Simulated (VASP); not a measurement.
# Pt (Fm-3m) in VASP: further runs

The runs below take Pt through single point, with PBE.

All numbers are computed with VASP 6.6.1; they aren't measurements. Logs are shortened: lines on timing, memory, paths and dates and some standing lists are left out, and cuts for length are marked.

## Step 1: The cell of the first run

The structure is cubic, space group Fm-3m (No. 225). The conventional cell has a = 3.970 Å, b = 3.970 Å, c = 3.970 Å, α = 90.00°, β = 90.00°, γ = 90.00°. Within 3.7 Å of Pt (site symmetry m-3m) lie 12 Pt at 2.81 Å.

## Step 2: Single point, PBE

The input, INCAR:

```
SYSTEM = Pt
  PREC = Accurate
  ENCUT = 520
  EDIFF = 1E-6
  ISMEAR = 0
  SIGMA = 0.05
  LREAL = .False.
  LASPH = .True.
  NELM = 80
  ALGO = Normal
  ISIF = 2
  LWAVE = .False.
  LCHARG = .True.
  GGA = PE
  LELF = .True.
  LVHAR = .True.
  NBANDS = 11
```

The input, KPOINTS:

```
Automatic mesh
0
Gamma
  18 18 18
  0 0 0
```

The input, POSCAR:

```
Pt
1.0
    0.0000000000      1.9852144732      1.9852144732
    1.9852144732      0.0000000000      1.9852144732
    1.9852144732      1.9852144732      0.0000000000
Pt
1
Direct
    0.0000000000      0.0000000000      0.0000000000
```

Potentials or basis: VASP PAW PBE potentials, release 64 (Pt).

On the command line:

```
$ cat potpaw_PBE.64/Pt/POTCAR > POTCAR
$ mpirun -np 1 vasp_std > vasp.out
```

OUTCAR:

```text
SYSTEM = Pt
   PREC = Accurate
   ENCUT = 520
   EDIFF = 1E-6
   ISMEAR = 0
   LREAL = .False.
   LASPH = .True.
   NELM = 80
   ISIF = 2
   GGA = PE

 ion  position               nearest neighbor table
   1  0.000  0.000  0.000-

  LATTYP: Found a face centered cubic cell.
 ALAT       =     3.9704289464

  Lattice vectors:

 A1 = (   0.0000000000,   1.9852144732,   1.9852144732)
 A2 = (   1.9852144732,   0.0000000000,   1.9852144732)
 A3 = (   1.9852144732,   1.9852144732,   0.0000000000)

Analysis of symmetry for initial positions (statically):
=====================================================================
 Subroutine PRICEL returns:
 Original cell was already a primitive cell.

 Routine SETGRP: Setting up the symmetry group for a
 face centered cubic supercell.

 Subroutine GETGRP returns: Found 48 space group operations
 (whereof 48 operations were pure point group operations)
 out of a pool of 48 trial point group operations.

The static configuration has the point symmetry O_h .

Analysis of symmetry for dynamics (positions and initial velocities):
=====================================================================
 Subroutine PRICEL returns:
 Original cell was already a primitive cell.

 Routine SETGRP: Setting up the symmetry group for a
 face centered cubic supercell.

 Subroutine GETGRP returns: Found 48 space group operations
 (whereof 48 operations were pure point group operations)
 out of a pool of 48 trial point group operations.

The dynamic configuration has the point symmetry O_h .

 Subroutine INISYM returns: Found 48 space group operations
 (whereof 48 operations are pure point group operations),
 and found     1 'primitive' translations

----------------------------------------------------------------------------------------

                                     Primitive cell

  volume of cell :      15.6478

  direct lattice vectors                    reciprocal lattice vectors
     0.000000000  1.985214473  1.985214473    -0.251861956  0.251861956  0.251861956
     1.985214473  0.000000000  1.985214473     0.251861956 -0.251861956  0.251861956
     1.985214473  1.985214473  0.000000000     0.251861956  0.251861956 -0.251861956

  length of vectors
     2.807517232  2.807517232  2.807517232     0.436237704  0.436237704  0.436237704

  position of ions in fractional coordinates (direct lattice)
     0.000000000  0.000000000  0.000000000

  ion indices of the primitive-cell ions
   primitive index   ion index
                 1           1
[... 79 lines left out ...]
   ISYM   =      2    0-nonsym 1-usesym 2-fastsym
   POTIM  = 0.5000    time-step for ionic-motion
   TEBEG  =    0.0;   TEEND  =   0.0 temperature during run
   PSTRESS=    0.0 pullay stress
   NELECT =      10.0000    total number of electrons
   NUPDOWN=      -1.0000    fix difference up-down
   EMIN   =  10.00;   EMAX   =-10.00  energy-range for DOS
   EFERMI =   0.00;   METHOD = LEGACY
   ISMEAR =     0;   SIGMA  =   0.05  broadening in eV -4-tet -1-fermi 0-gaus
   EFERMI_NEDOS =   21; number of points for ismear=-14 and -15
   IALGO  =     38    algorithm
   IMIX   =      4    mixing-type and parameters
     AMIX     =   0.40;   BMIX     =  1.00
     AMIX_MAG =   1.60;   BMIX_MAG =  1.00
  volume/ion in A,a.u.               =      15.65       105.60
  Fermi-wavevector in a.u.,A,eV,Ry     =   1.410124  2.664749 27.054512  1.988451
  Thomas-Fermi vector in A             =   2.532110
   LORBIT       =      0    0 simple, 1 ext, 2 COOP (PROOUT), +10 PAW based schemes
   GGA     = PE    functional components
   LHFCALC =     F    Hartree Fock is set to
   AEXX    =    0.0000 exact exchange contribution
   IVDW    =     0    specifies the selected vdW correction
   LEPSILON=     F    determine dielectric tensor
   LRPA    =     F    only Hartree local field effects (RPA)
 non-spin polarized calculation
 Gauss-broadening in eV      SIGMA  =   0.05
  energy-cutoff  :      520.00
  volume of cell :       15.65
 maximum number of plane-waves:       444
 NGX is ok and might be reduce to    24
   NGX = 11   NGY = 11   NGZ = 11

 number of electron      10.0000002 magnetization

 Free energy of the ion-electron system (eV)
  ---------------------------------------------------
  ext. energy  EPLUGINS =         0.00000000
  ---------------------------------------------------
  free energy    TOTEN  =        -6.09568437 eV

  energy without entropy =       -6.09268734  energy(sigma->0) =       -6.09418585

 E-fermi :  10.5711     XC(G=0): -13.2699

 val. band max:       10.5688842057   @ k =  -0.3333   0.3889   0.1111
 cond. band min:      10.5798627479   @ k =   0.4444   0.1111   0.0000
 fundamental gap:      0.0109785422
 Fermi energy:        10.5711022075

 k-point     1 :       0.0000    0.0000    0.0000
  band No.  band energies     occupation
      1       0.7617      2.00000
      2       7.0008      2.00000
      3       7.0008      2.00000
      4       7.0008      2.00000
      5       9.0279      2.00000
      6       9.0279      2.00000
      7      25.3053      0.00000
      8      30.0635      0.00000
      9      30.0635      0.00000
     10      30.0635      0.00000
     11      35.2747      0.00000
[... 309 lines left out ...]
 k-point    24 :      -0.2222    0.0556    0.0000
  band No.  band energies     occupation
      1       2.7482      2.00000
      2       6.5402      2.00000
      3       7.3731      2.00000
      4       7.4365      2.00000
      5       8.8527      2.00000
      6       9.4908      2.00000
      7      24.0464      0.00000
      8      27.0365      0.00000
      9      31.2482      0.00000
     10      32.7633      0.00000
     11      33.9662      0.00000

 [... further k-points ...]

------------------------ aborting loop because EDIFF is reached ----------------------------------------

  FORCE on cell =-STRESS in cart. coord.  units (eV):
  Direction    XX          YY          ZZ          XY          YZ          ZX
  --------------------------------------------------------------------------------------
  -------------------------------------------------------------------------------------
  Total       -0.0595482     -0.0595482     -0.0595482     -0.0000000      0.0000000      0.0000000
  in kB       -6.0971465     -6.0971465     -6.0971465     -0.0000000      0.0000000      0.0000000
  external PRESSURE =      -6.0971465 kB  Pullay stress =       0.0000000 kB

 VOLUME and BASIS-vectors are now :
 -----------------------------------------------------------------------------
  energy-cutoff  :      520.00
  volume of cell :       15.65
      direct lattice vectors                 reciprocal lattice vectors
     0.000000000  1.985214473  1.985214473    -0.251861956  0.251861956  0.251861956
     1.985214473  0.000000000  1.985214473     0.251861956 -0.251861956  0.251861956
     1.985214473  1.985214473  0.000000000     0.251861956  0.251861956 -0.251861956

 POSITION                                       TOTAL-FORCE (eV/Angst)
 -----------------------------------------------------------------------------------
      0.00000      0.00000      0.00000         0.000000      0.000000      0.000000
 -----------------------------------------------------------------------------------
    total drift:                               -0.000000      0.000000     -0.000000

  FREE ENERGIE OF THE ION-ELECTRON SYSTEM (eV)
  ---------------------------------------------------
  free  energy   TOTEN  =        -6.0956843657 eV

  energy  without entropy=       -6.0926873397  energy(sigma->0) =       -6.09418585
```

Run time: 18 s. Hardware: 1 thread of Intel Xeon 6975P-C, shared host; peak memory 0.16 GiB.

Results:

| Quantity | Value |
| --- | --- |
| Free energy | -6.0957 eV |
| Pressure | -0.6 GPa |
| Band gap on the k mesh | zero (band 5 reaches 11.03 eV, above the bottom of band 6 at 8.93 eV) |

Levels at points of the mesh, in eV from the Fermi level:
| k point | band 2 | band 3 | band 4 | band 5 | band 6 | band 7 | band 8 | band 9 |
| --- | --- | --- | --- | --- | --- | --- | --- | --- |
| (0.00, 0.00, 0.00) | -3.57 | -3.57 | -3.57 | -1.54 | -1.54 | 14.73 | 19.49 | 19.49 |
| (0.50, 0.00, 0.00) | -3.63 | -3.63 | -0.32 | 0.03 | 0.03 | 5.56 | 14.29 | 18.72 |
| (0.50, 0.50, 0.00) | -6.24 | -0.01 | 0.45 | 0.45 | 1.85 | 8.48 | 11.28 | 11.28 |

Caveat: spin-orbit coupling is left out, which moves the levels of the heavy elements.

## Step 3: Single point, PBE

This run uses another cell than the first one, of 16.10 Å³/atom, 1.029 times its volume.

The input, INCAR:

```
SYSTEM = Pt
ALGO = Normal
EDIFF = 1E-6
ENCUT = 520
GGA = PE
ISIF = 2
ISMEAR = 0
LASPH = .TRUE.
LCHARG = .FALSE.
LREAL = .FALSE.
LWAVE = .FALSE.
NBANDS = 11
NELM = 80
PREC = Accurate
SIGMA = 0.05
```

The input, KPOINTS:

```
k-points
0
G
  18 18 18
  0 0 0
```

The input, POSCAR:

```
Pt
1.0
    0.0000000000      2.0043338684      2.0043338684
    2.0043338684      0.0000000000      2.0043338684
    2.0043338684      2.0043338684      0.0000000000
Pt
1
Direct
    0.0000000000      0.0000000000      0.0000000000
```

Potentials or basis: VASP PAW PBE potentials, release 64 (Pt).

On the command line:

```
$ cat potpaw_PBE.64/Pt/POTCAR > POTCAR
$ mpirun -np 1 vasp_std > vasp.out
```

OUTCAR:

```text
SYSTEM = Pt
   EDIFF = 1E-6
   ENCUT = 520
   GGA = PE
   ISIF = 2
   ISMEAR = 0
   LASPH = .TRUE.
   LREAL = .FALSE.
   NELM = 80
   PREC = Accurate

 ion  position               nearest neighbor table
   1  0.000  0.000  0.000-

  LATTYP: Found a face centered cubic cell.
 ALAT       =     4.0086677368

  Lattice vectors:

 A1 = (   0.0000000000,   2.0043338684,   2.0043338684)
 A2 = (   2.0043338684,   0.0000000000,   2.0043338684)
 A3 = (   2.0043338684,   2.0043338684,   0.0000000000)
[... 506 lines left out ...]
      2       6.2045      2.00000
      3       6.9997      2.00000
      4       7.0599      2.00000
      5       8.4122      2.00000
      6       9.0185      2.00000
      7      23.3438      0.00000
      8      26.4526      0.00000
      9      30.4155      0.00000
     10      32.0232      0.00000
     11      33.1729      0.00000

 [... further k-points ...]
[... 5 lines left out ...]
  --------------------------------------------------------------------------------------
  -------------------------------------------------------------------------------------
  Total       -0.7181862     -0.7181862     -0.7181862      0.0000000      0.0000000      0.0000000
  in kB      -71.4508576    -71.4508576    -71.4508576      0.0000000      0.0000000      0.0000000
  external PRESSURE =     -71.4508576 kB  Pullay stress =       0.0000000 kB

 VOLUME and BASIS-vectors are now :
 -----------------------------------------------------------------------------
  energy-cutoff  :      520.00
  volume of cell :       16.10
      direct lattice vectors                 reciprocal lattice vectors
     0.000000000  2.004333868  2.004333868    -0.249459438  0.249459438  0.249459438
     2.004333868  0.000000000  2.004333868     0.249459438 -0.249459438  0.249459438
     2.004333868  2.004333868  0.000000000     0.249459438  0.249459438 -0.249459438

 POSITION                                       TOTAL-FORCE (eV/Angst)
 -----------------------------------------------------------------------------------
      0.00000      0.00000      0.00000         0.000000      0.000000      0.000000
 -----------------------------------------------------------------------------------
    total drift:                               -0.000000      0.000000      0.000000

  FREE ENERGIE OF THE ION-ELECTRON SYSTEM (eV)
  ---------------------------------------------------
  free  energy   TOTEN  =        -6.0847005256 eV

  energy  without entropy=       -6.0815998208  energy(sigma->0) =       -6.08315017
```

OSZICAR:

```text
N       E                     dE             d eps       ncg     rms          rms(c)
DAV:   1     0.387963861536E+02    0.38796E+02   -0.53527E+03  4378   0.839E+02
DAV:   2    -0.588543446919E+01   -0.44682E+02   -0.42822E+02  4949   0.174E+02
DAV:   3    -0.646746894179E+01   -0.58203E+00   -0.57630E+00  4994   0.188E+01
DAV:   4    -0.646980982230E+01   -0.23409E-02   -0.23407E-02  4896   0.140E+00
DAV:   5    -0.646982994251E+01   -0.20120E-04   -0.20120E-04  5037   0.121E-01    0.106E+01
DAV:   6    -0.611835656991E+01    0.35147E+00   -0.88956E-01  4581   0.733E+00    0.561E+00
DAV:   7    -0.608762154664E+01    0.30735E-01   -0.11940E-01  4932   0.262E+00    0.244E+00
DAV:   8    -0.608493418852E+01    0.26874E-02   -0.51118E-03  4668   0.598E-01    0.561E-01
DAV:   9    -0.608469894548E+01    0.23524E-03   -0.26348E-04  4755   0.135E-01    0.511E-02
DAV:  10    -0.608470072901E+01   -0.17835E-05   -0.60659E-06  5241   0.189E-02    0.741E-03
DAV:  11    -0.608470052557E+01    0.20344E-06   -0.40006E-08  2640   0.201E-03
   1 F= -.60847005E+01 E0= -.60831502E+01  d E =-.310070E-02
```

Wall time 17 s (1 thread of Intel Xeon 6975P-C, shared host); peak memory 0.17 GiB.

What came out:

```
Free energy            : -6.0847 eV
Pressure               : -7.1 GPa
Band gap on the k mesh : zero (band 5 reaches 10.47 eV, above the bottom of band 6 at 8.49 eV)
```

Caveat: spin-orbit coupling is left out, which moves the levels of the heavy elements.
